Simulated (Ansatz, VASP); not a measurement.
## Two plane-wave programs on Ga2SnAs2

```xyz
5
Lattice="3.8150 0.0000 0.0000 0.0000 3.8150 0.0000 0.0000 0.0000 7.7527" Properties=species:S:1:pos:R:3 pbc="T T T"
Ga    1.9075    1.9075    1.6438
Ga    1.9075    1.9075    6.1089
Sn    0.0000    0.0000    0.0000
As    0.0000    1.9075    3.8763
As    1.9075    0.0000    3.8763
```

Change from the starting cell: species swapped into the LaMg2Si2 type (P4/mmm, No. 123).

Alike in both runs: functional PBE; k mesh 10 × 10 × 6; occupations gaussian, width 0.1 eV; no spin polarisation.

Ansatz relaxed the structure, and its values are those at the end. VASP's run is a single point on that final structure, the one shown.

```csv
,VASP,Ansatz
version,VASP 6.6.1,Ansatz 0.2.0
potentials or method,"VASP PAW PBE potentials, release 64 (Ga_d, Sn_d, As), cutoff 520 eV","scalar-relativistic, plane waves, PAW"
valence electrons in the cell,50,70
```

VASP gave:

```
gap on the k mesh at the Fermi level (eV) : none
pressure (GPa)                            : 0.1
rms of the force components (eV/Å)        : 0.003
```

Estimate Ansatz's values.

gap on the k mesh at the Fermi level (eV): none; pressure (GPa): 0.0; rms of the force components (eV/Å): 0.000.

A gap of «none» marks a metal or a gap that the smearing closes. VASP's potentials hold 50 valence electrons a cell and Ansatz's 70, so a difference there can come from the potentials and not from the codes.
